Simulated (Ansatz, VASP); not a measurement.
# Sr3Mg in VASP and in Ansatz

```
Sr Mg
1.0
     4.20784    0.00000    0.00000
    -2.10392    3.64409    0.00000
     0.00000    0.00000   12.37335
Sr Mg
3 1
Direct
  0.66667 0.33333 0.00000
  0.00000 0.00000 0.28473
  0.00000 0.00000 0.71527
  0.66667 0.33333 0.50000
```

Alike in both runs: task single point; functional LDA; k mesh 6 × 6 × 2; occupations fermi-dirac, width 0.1 eV; no spin polarisation.

|  | VASP | Ansatz |
| --- | --- | --- |
| version | VASP 6.6.1 | Ansatz 0.2.0 |
| potentials or method | VASP PAW LDA potentials, release 64 (Sr_sv, Mg) | plane waves, PAW |
| plane-wave cutoff (eV) | 520 | 420 |
| valence electrons in the cell | 32 | 40 |

Ansatz gave:

| Property | Result |
| --- | --- |
| gap on the k mesh at the Fermi level (eV) | none |
| pressure (GPa) | -1.4 |
| traceless stress, the component that is largest in VASP (GPa) | -0.11 |
| rms of the force components (eV/Å) | 0.005 |

Question: Which values does VASP return?

Answer: gap on the k mesh at the Fermi level (eV): none; pressure (GPa): -1.4; traceless stress, the component that is largest in VASP (GPa): -0.13; rms of the force components (eV/Å): 0.013.

LDA's correlation is that of Perdew and Zunger in VASP and of Perdew and Wang (1992) in Ansatz. Atom by atom the forces differ by 0.007 eV/Å (rms over components). A gap of «none» marks a metal or a gap that the smearing closes. VASP's potentials hold 32 valence electrons a cell and Ansatz's 40, so a difference there can come from the potentials and not from the codes.
